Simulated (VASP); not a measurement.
# BN (Fmm2) in VASP: notebook, part 2 of 2

VASP 6.6.1. The steps go on from the part before.

## (3) Single point, LDA

This run uses another cell than the first one, of the same volume but with other edges.

File INCAR:

```
SYSTEM = BN
ALGO = Normal
EDIFF = 1E-6
ENCUT = 600
GGA_COMPAT = .False.
ISIF = 2
ISMEAR = 0
LASPH = .True.
LCHARG = .False.
LREAL = .False.
LWAVE = .False.
NBANDS = 11
NELM = 120
PREC = Accurate
SIGMA = 0.05
```

File KPOINTS:

```
k-points
0
Gamma
  12 12 12
  0 0 0
```

File POSCAR:

```
BN
1.0
    0.0000000000      3.3860148788      2.3081916704
    1.2124926958      0.0000000000      2.3081916704
    1.2124926958      3.3860148788      0.0000000000
B N
1 1
Direct
    0.0000486500      0.0000486500      0.9999513500
    0.6666513400      0.6666513400      0.3333486600
```

Potentials or basis: VASP PAW LDA potentials, release 64 (B, N).

Command:

```sh
> cat potpaw_LDA.64/B/POTCAR potpaw_LDA.64/N/POTCAR > POTCAR
> mpirun -np 1 vasp_std > vasp.out
```

OUTCAR:

```text
SYSTEM = BN
   EDIFF = 1E-6
   ENCUT = 600
   ISIF = 2
   ISMEAR = 0
   LASPH = .True.
   LREAL = .False.
   NELM = 120
   PREC = Accurate

 ion  position               nearest neighbor table
   1  0.000  0.000  1.000-   2 1.44   2 1.44   2 1.54
   2  0.667  0.667  0.333-   1 1.44   1 1.44   1 1.54

  LATTYP: Found a face centered orthorhombic cell.
 ALAT       =     2.4249853916
 B/A-ratio  =     1.9036747012
 C/A-ratio  =     2.7926064137

  Lattice vectors:

 A1 = (   0.0000000000,   3.3860148788,   2.3081916704)
 A2 = (  -1.2124926958,   3.3860148788,   0.0000000000)
 A3 = (  -1.2124926958,   0.0000000000,   2.3081916704)

Analysis of symmetry for initial positions (statically):
=====================================================================
 Subroutine PRICEL returns:
 Original cell was already a primitive cell.

 Routine SETGRP: Setting up the symmetry group for a
 face centered orthorhombic supercell.

 Subroutine GETGRP returns: Found  4 space group operations
 (whereof  4 operations were pure point group operations)
 out of a pool of  8 trial point group operations.

The static configuration has the point symmetry C_2v.

Analysis of symmetry for dynamics (positions and initial velocities):
=====================================================================
 Subroutine PRICEL returns:
 Original cell was already a primitive cell.

 Routine SETGRP: Setting up the symmetry group for a
 face centered orthorhombic supercell.

 Subroutine GETGRP returns: Found  4 space group operations
 (whereof  4 operations were pure point group operations)
 out of a pool of  8 trial point group operations.

The dynamic configuration has the point symmetry C_2v.

 Subroutine INISYM returns: Found  4 space group operations
 (whereof  4 operations are pure point group operations),
 and found     1 'primitive' translations

----------------------------------------------------------------------------------------

                                     Primitive cell

  volume of cell :      18.9526

  direct lattice vectors                    reciprocal lattice vectors
     0.000000000  3.386014879  2.308191670    -0.412373618  0.147666215  0.216619792
     1.212492696  0.000000000  2.308191670     0.412373618 -0.147666215  0.216619792
     1.212492696  3.386014879  0.000000000     0.412373618  0.147666215 -0.216619792

  length of vectors
     4.097907460  2.607275844  3.596558813     0.488652685  0.488652685  0.488652685

  position of ions in fractional coordinates (direct lattice)
     0.000048650  0.000048650  0.999951350
     0.666651340  0.666651340  0.333348660

  ion indices of the primitive-cell ions
   primitive index   ion index
                 1           1
                 2           2

----------------------------------------------------------------------------------------

 KPOINTS: k-points

Automatic generation of k-mesh.
 Grid dimensions read from file:
 generate k-points for:   12   12   12

 Generating k-lattice:

  Cartesian coordinates                     Fractional coordinates (reciprocal lattice)
    -0.034364468  0.012305518  0.018051649     0.083333333  0.000000000  0.000000000
[... 40 lines left out ...]
 [... further k-points ...]
   k-points           NKPTS =    280   k-points in BZ     NKDIM =    280   number of bands    NBANDS=     11
   number of dos      NEDOS =    301   number of ions     NIONS =      2
   total plane-waves  NPLWV =  25920
   dimension x,y,z NGX =    36 NGY =   24 NGZ =   30
   dimension x,y,z NGXF=    72 NGYF=   48 NGZF=   60
   ions per type =               1   1
   NGX,Y,Z   is equivalent  to a cutoff of  14.60, 15.30, 13.87 a.u.
   NGXF,Y,Z  is equivalent  to a cutoff of  29.21, 30.61, 27.73 a.u.
 SYSTEM =  BN
   PREC   = accura    normal or accurate (medium, high low for compatibility)
   ISTART =      0    job   : 0-new  1-cont  2-samecut
   ICHARG =      2    charge: 1-file 2-atom 10-const
   ISPIN  =      1    spin polarized calculation?
   LNONCOLLINEAR =      F non collinear calculations
   LSORBIT =      F    spin-orbit coupling
   LASPH  =      T    aspherical Exc in radial PAW
   ENCUT  =  600.0 eV  44.10 Ry    6.64 a.u.   8.18  5.21  7.18*2*pi/ulx,y,z
   NELM   =    120;   NELMIN=  2; NELMDL= -5     # of ELM steps
   EDIFF  = 0.1E-05   stopping-criterion for ELM
   LREAL  =      F    real-space projection
   EDIFFG = 0.1E-04   stopping-criterion for IOM
   NSW    =      0    number of steps for IOM
   IBRION =     -1    ionic relax: 0-MD 1-quasi-New 2-CG
   NFREE  =      0    steps in history (QN), initial steepest desc. (CG)
   ISIF   =      2    stress and relaxation
   ISYM   =      2    0-nonsym 1-usesym 2-fastsym
   POTIM  = 0.5000    time-step for ionic-motion
   TEBEG  =    0.0;   TEEND  =   0.0 temperature during run
   PSTRESS=    0.0 pullay stress
   NELECT =       8.0000    total number of electrons
   NUPDOWN=      -1.0000    fix difference up-down
   EMIN   =  10.00;   EMAX   =-10.00  energy-range for DOS
   EFERMI =   0.00;   METHOD = LEGACY
   ISMEAR =     0;   SIGMA  =   0.05  broadening in eV -4-tet -1-fermi 0-gaus
   EFERMI_NEDOS =   21; number of points for ismear=-14 and -15
   IALGO  =     38    algorithm
   IMIX   =      4    mixing-type and parameters
     AMIX     =   0.40;   BMIX     =  1.00
     AMIX_MAG =   1.60;   BMIX_MAG =  1.00
  volume/ion in A,a.u.               =       9.48        63.95
  Fermi-wavevector in a.u.,A,eV,Ry     =   1.228047  2.320672 20.518928  1.508099
  Thomas-Fermi vector in A             =   2.362987
   LORBIT       =      0    0 simple, 1 ext, 2 COOP (PROOUT), +10 PAW based schemes
   GGA     = CA    functional components
   LHFCALC =     F    Hartree Fock is set to
   AEXX    =    0.0000 exact exchange contribution
   IVDW    =     0    specifies the selected vdW correction
   LEPSILON=     F    determine dielectric tensor
   LRPA    =     F    only Hartree local field effects (RPA)
 non-spin polarized calculation
 Gauss-broadening in eV      SIGMA  =   0.05
  energy-cutoff  :      600.00
  volume of cell :       18.95
 maximum number of plane-waves:       646
 NGX is ok and might be reduce to    36

 number of electron       8.0000000 magnetization

 Free energy of the ion-electron system (eV)
  ---------------------------------------------------
  ext. energy  EPLUGINS =         0.00000000
  ---------------------------------------------------
  free energy    TOTEN  =       -19.05607411 eV

  energy without entropy =      -19.05607411  energy(sigma->0) =      -19.05607411

 E-fermi :   2.2427     XC(G=0): -10.3070

 val. band max:        2.0238760671   @ k =   0.5000  -0.3333   0.1667
 cond. band min:       5.0354661508   @ k =   0.0000   0.5000   0.5000
 fundamental gap:      3.0115900837
 Fermi energy:         2.2427381889

 k-point     1 :       0.0000    0.0000    0.0000
  band No.  band energies     occupation
      1     -15.5260      2.00000
      2      -2.1954      2.00000
      3       0.1184      2.00000
      4       0.7705      2.00000
      5       6.4986      0.00000
      6      11.3250      0.00000
      7      14.0362      0.00000
      8      14.2405      0.00000
      9      16.6308      0.00000
     10      26.3399      0.00000
     11      28.7598      0.00000
[... 309 lines left out ...]
 k-point    24 :      -0.4167    0.1667   -0.0000
  band No.  band energies     occupation
      1     -12.0179      2.00000
      2      -6.4429      2.00000
      3      -3.8129      2.00000
      4       1.5134      2.00000
      5       6.4134      0.00000
      6      12.0745      0.00000
      7      14.5581      0.00000
      8      16.6312      0.00000
      9      20.4232      0.00000
     10      21.0195      0.00000
     11      24.5306      0.00000

 [... further k-points ...]

------------------------ aborting loop because EDIFF is reached ----------------------------------------

  FORCE on cell =-STRESS in cart. coord.  units (eV):
  Direction    XX          YY          ZZ          XY          YZ          ZX
  --------------------------------------------------------------------------------------
  -------------------------------------------------------------------------------------
  Total        1.5817788     -0.0690311     -5.9674800      0.0000000      0.0000000      0.0000000
  in kB      133.7169535     -5.8356013   -504.4657601      0.0000000      0.0000000      0.0000000
  external PRESSURE =    -125.5281360 kB  Pullay stress =       0.0000000 kB

 VOLUME and BASIS-vectors are now :
 -----------------------------------------------------------------------------
  energy-cutoff  :      600.00
  volume of cell :       18.95
      direct lattice vectors                 reciprocal lattice vectors
     0.000000000  3.386014879  2.308191670    -0.412373618  0.147666215  0.216619792
     1.212492696  0.000000000  2.308191670     0.412373618 -0.147666215  0.216619792
     1.212492696  3.386014879  0.000000000     0.412373618  0.147666215 -0.216619792

 POSITION                                       TOTAL-FORCE (eV/Angst)
 -----------------------------------------------------------------------------------
      1.21249      3.38601      0.00022         0.000000      0.000000     -0.579581
      1.21249      3.38601      3.07752         0.000000      0.000000      0.579581
 -----------------------------------------------------------------------------------
    total drift:                               -0.000001     -0.000000      0.000675

  FREE ENERGIE OF THE ION-ELECTRON SYSTEM (eV)
  ---------------------------------------------------
  free  energy   TOTEN  =       -19.0560741097 eV

  energy  without entropy=      -19.0560741097  energy(sigma->0) =      -19.05607411
```

OSZICAR:

```text
N       E                     dE             d eps       ncg     rms          rms(c)
DAV:   1     0.143963683356E+02    0.14396E+02   -0.49379E+03  6208   0.757E+02
DAV:   2    -0.201188549442E+02   -0.34515E+02   -0.32928E+02  7453   0.156E+02
DAV:   3    -0.209320699792E+02   -0.81322E+00   -0.81159E+00  7594   0.218E+01
DAV:   4    -0.209344527062E+02   -0.23827E-02   -0.23827E-02  6625   0.144E+00
DAV:   5    -0.209344637890E+02   -0.11083E-04   -0.11083E-04  7405   0.836E-02    0.760E+00
DAV:   6    -0.192825206091E+02    0.16519E+01   -0.60056E+00  6646   0.131E+01    0.335E+00
DAV:   7    -0.191128404109E+02    0.16968E+00   -0.16863E-01  7278   0.313E+00    0.201E+00
DAV:   8    -0.190565071993E+02    0.56333E-01   -0.13803E-01  7198   0.224E+00    0.225E-01
DAV:   9    -0.190560853975E+02    0.42180E-03   -0.32216E-03  6748   0.461E-01    0.129E-01
DAV:  10    -0.190560704804E+02    0.14917E-04   -0.22090E-04  7133   0.130E-01    0.245E-02
DAV:  11    -0.190560735337E+02   -0.30533E-05   -0.87391E-06  7045   0.217E-02    0.170E-02
DAV:  12    -0.190560741097E+02   -0.57599E-06   -0.21730E-06  6805   0.101E-02
   1 F= -.19056074E+02 E0= -.19056074E+02  d E =-.156779E-12
```

Run time: 1.8 min. Hardware: 1 thread of Intel Xeon 8259CL, shared host; peak memory 0.19 GiB.

What came out:

- Free energy: -19.0561 eV
- Pressure: -12.6 GPa
- Largest force: 0.580 eV/Å
- Band gap on the k mesh: 3.01 eV (least direct gap 4.45 eV)

Forces on the atoms (eV/Å):
```
B    0.000  0.000 -0.580
N    0.000  0.000  0.580
```

Caveat: the cell stands under tension. A k mesh can miss the band edges.

## (4) Single point, LDA

This run uses another cell than the first one, of the same volume but with other edges.

File INCAR:

```
SYSTEM = BN
ALGO     = Normal         ! electronic algorithm
EDIFF    = 1E-6           ! SCF threshold, eV
ENCUT    = 600            ! plane-wave cutoff, eV
GGA_COMPAT= .FALSE.      
ISIF     = 2              ! what is computed and relaxed
ISMEAR   = 0              ! smearing method
LASPH    = .TRUE.         ! aspherical terms in the spheres
LCHARG   = .TRUE.         ! write CHGCAR
LELF     = .TRUE.         ! ELF
LREAL    = .FALSE.        ! projectors in reciprocal space
LVHAR    = .TRUE.       
LWAVE    = .FALSE.        ! write WAVECAR
NBANDS   = 11             ! bands
NELM     = 120            ! most SCF steps
PREC     = Accurate       ! precision mode
SIGMA    = 0.05           ! smearing width, eV
```

File KPOINTS:

```
k-points
0
G
  12 12 12
  0 0 0
```

File POSCAR:

```
BN
1.0
    0.0000000000      3.2026192256      2.5801145084
    1.1468208373      0.0000000000      2.5801145084
    1.1468208373      3.2026192256      0.0000000000
B N
1 1
Direct
    0.0000486500      0.0000486500      0.9999513500
    0.6666513400      0.6666513400      0.3333486600
```

Command:

```sh
> cat potpaw_LDA.64/B/POTCAR potpaw_LDA.64/N/POTCAR > POTCAR
> mpirun -np 1 vasp_std > vasp.out
```

It took 98 s on 1 thread of Intel Xeon 8259CL, shared host; peak memory 0.19 GiB.

It converged, with:

- Free energy: -17.7594 eV
- Pressure: -19.3 GPa
- Largest force: 0.652 eV/Å
- Band gap on the k mesh: 1.88 eV (least direct gap 3.23 eV)

Forces on the atoms (eV/Å):
```
B    0.000  0.000  0.652
N    0.000  0.000 -0.652
```

Stress tensor (GPa, compression positive):
```
  51.10    0.00    0.00
   0.00    1.77    0.00
   0.00    0.00 -110.77
```

Levels at points of the mesh, in eV from the valence-band top:
```
           k point  band 2  band 3  band 4  band 5  band 6  band 7
(0.00, 0.00, 0.00)   -3.70   -2.94   -0.36    2.87    7.16   10.90
(0.50, 0.00, 0.00)   -8.48   -4.85   -0.41    4.14    6.17   12.24
(0.50, 0.50, 0.00)   -9.31   -1.58   -1.49    5.52    8.55   10.95
(0.50, 0.00, 0.50)   -6.38   -2.79   -0.41    4.46    8.62   12.83
(0.00, 0.50, 0.50)   -8.81   -3.49   -1.56    1.88   12.57   13.81
```

Caveat: the cell stands under tension. A k mesh can miss the band edges.

## (5) Summary

| cell | gap on the mesh (eV) | pressure (GPa) | largest force (eV/Å) |
| --- | --- | --- | --- |
| a = 4.137, b = 2.420, c = 3.817 Å, angles 79.7, 35.1, 65.2°, 2 atoms | 4.02 | 7.3 | 1.56 |
| a = 4.098, b = 2.607, c = 3.597 Å, angles 81.0, 38.9, 60.1°, 2 atoms | 3.01 | -12.6 | 0.58 |
| a = 4.113, b = 2.824, c = 3.402 Å, angles 82.1, 42.8, 55.0°, 2 atoms | 1.88 | -19.3 | 0.65 |

Alike in all rows: task single point; level LDA; potentials or basis VASP PAW LDA potentials, release 64 (B, N); no spin polarisation; k mesh 12 × 12 × 12; cutoff (eV) 600; smearing gaussian 0.05 eV.

Caveats: the cell stands under tension (at least some runs); the cell stands under pressure (at least some runs); forces of over 1 eV/Å act on the atoms, so gaps and moduli don't describe the material at rest (at least some runs).

Total energies depend on the potentials used, so only differences within one code and one set of settings carry meaning.
